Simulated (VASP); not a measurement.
Crystal: BiTe.

```xyz
2
Lattice="0.0000 3.2350 3.2350 3.2350 0.0000 3.2350 3.2350 3.2350 0.0000" Properties=species:S:1:pos:R:3 pbc="T T T"
Bi    0.0000    0.0000    0.0000
Te    3.2350    3.2350    3.2350
```

```yaml
Program: VASP 6.6.1
Task: relaxation of cell and atoms
Functional: LDA
Potentials_or_basis: VASP PAW LDA potentials, release 64 (Bi_d, Te)
Cutoff: 600 eV
k_mesh: 9 × 9 × 9
Occupations: fermi-dirac, width 0.1 eV
Spin: no spin polarisation
```

At the start: pressure -2.7 GPa; volume 33.86 Å³/atom.

Problem. Where does the relaxation end?

Solution. Over 3 steps the energy falls by 15.4 meV/atom and the volume is 32.11 Å³/atom (-5.2 %); space group Fm-3m (No. 225, to 0.1 Å) before and after.

Step by step:
```tsv
step	energy change (eV)	largest force (eV/Å)	pressure (GPa)	volume (Å³)
1	0.0000	0.0000	-2.70	67.71
2	-0.0200	0.0000	1.90	62.28
3	-0.0309	0.0000	-0.01	64.21
```

Final structure:
```yaml
crystal:
  lattice:
    - [0.00000, 3.17830, 3.17830]
    - [3.17830, 0.00000, 3.17830]
    - [3.17830, 3.17830, 0.00000]
  atoms:
    - { symbol: Bi, position: [0.00000, 0.00000, 0.00000] }
    - { symbol: Te, position: [0.50000, 0.50000, 0.50000] }
```
